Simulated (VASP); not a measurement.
Write the native input for VASP 6.6.1 that does the following.

* Task: single point
* Functional: PBE
* Dispersion: D3(BJ)
* Potentials or basis: VASP PAW PBE potentials, release 64 (O, C)
* Cutoff: 520 eV
* k mesh: 1 × 1 × 1
* Occupations: fermi-dirac, width 0.05 eV
* Spin: no spin polarisation
* Dipole correction: no
* Further INCAR settings: ALGO = Normal; EDIFF = 1e-06; NBANDS = 78

The structure of CO lies in POSCAR:

```
CO
1.0
    8.2268400000      0.0000000000      0.0000000000
    0.0000000000      8.2268400000      0.0000000000
    0.0000000000      0.0000000000      8.2268400000
O C
12 12
Direct
    0.5823013454     -0.0140029465      0.5998293391
    0.7477476163      0.8201083283      0.3516660103
    0.2831828503      0.9842661338      0.1807498383
    0.3355723461      0.4094646304      0.2819551614
    0.3897122103      0.8201204837      0.8903053906
    0.5815477146      0.5556690054      0.6601319583
    0.7213948491      0.0250886124      1.0036660492
    1.0202702374      0.7989337340      0.8533774815
    0.0086059775      0.2605617710      0.5109373708
    0.2055588780      0.6598159196      0.5400493993
    0.2952530984      0.3939665777      0.8233902689
    0.9141663142      0.4222763540      0.2042704125
    0.4601645346      0.0445736151      0.5631445367
    0.8777853951      0.7952263567      0.3034336392
    0.1833632355      1.0782633429      0.1611311269
    0.4438642298      0.4819225851      0.2461576985
    0.4664609984      0.7348386501      0.9679415183
    0.6255864949      0.4262511487      0.6770643406
    0.7190002480      0.1225865581      1.1033033340
    0.8979510967      0.7389228428      0.8446499506
   -0.0431028196      0.1500454610      0.5757617749
    0.1897447866      0.7916040667      0.5033645969
    0.3536594853      0.2735072033      0.8295287133
    0.9765839618      0.4666433284      0.0891958516
```

These files were run (other wordings do the same):

INCAR

```
SYSTEM = CO
ALGO = Normal
EDIFF = 1E-6
ENCUT = 520
GGA = PE
GGA_COMPAT = .FALSE.
ISIF = 2
ISMEAR = -1
IVDW = 12
LASPH = .TRUE.
LCHARG = .FALSE.
LREAL = .FALSE.
LWAVE = .FALSE.
NBANDS = 78
NELM = 120
PREC = Accurate
SIGMA = 0.05
```

KPOINTS

```
k-points
0
G
  1 1 1
  0 0 0
```

Potentials or basis: VASP PAW PBE potentials, release 64 (O, C).

Command:

```bash
$ cat potpaw_PBE.64/O/POTCAR potpaw_PBE.64/C/POTCAR > POTCAR
$ mpirun -np 1 vasp_gam > vasp.out
```

Results of the run:

* Pressure: 1.7 GPa
* Largest force: 5.390 eV/Å
* Dispersion energy per atom: -0.059 eV

Caveat: the k points lie up to 0.76 Å⁻¹ apart; the atoms stand as in a frame of molecular dynamics.

Run time: 48 s on 1 thread of Intel(R) Xeon(R) Platinum 8488C (Sapphire Rapids), with other jobs on the host, peak memory 0.52 GiB.
